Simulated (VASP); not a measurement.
Crystal: BN (Qingsongite).

```
B N
1.0
     0.00000    1.80750    1.80750
     1.80750    0.00000    1.80750
     1.80750    1.80750    0.00000
B N
1 1
Direct
  0.00000 0.00000 0.00000
  0.25000 0.25000 0.25000
```

Base run:

| Quantity | Value |
| --- | --- |
| Program | VASP 6.6.1 |
| Functional | PBE |
| Potentials or basis | VASP PAW PBE potentials, release 64 (B, N) |
| Cutoff | 520 eV |
| k mesh | 10 × 10 × 10 |
| Occupations | methfessel-paxton, width 0.02 eV |
| Spin | no spin polarisation |

Its results: band gap on the k mesh 4.46 eV, indirect (least direct gap 8.82 eV); pressure 3.3 GPa.

After a change of settings the same cell gave: band gap on the k mesh 4.71 eV, indirect (least direct gap 8.82 eV); pressure 3.3 GPa. Which change was it?
A. k mesh from 10 × 10 × 10 to 7 × 7 × 7
B. k mesh from 10 × 10 × 10 to 8 × 8 × 8; further incar settings from ALGO = Normal; EDIFF = 1e-06; NBANDS = 11 to ALGO = Normal; EDIFF = 1e-07; NBANDS = 11
C. k mesh from 10 × 10 × 10 to 6 × 6 × 6
D. k mesh from 10 × 10 × 10 to 4 × 4 × 4

A.

Caveats: some runs use coarse meshes.
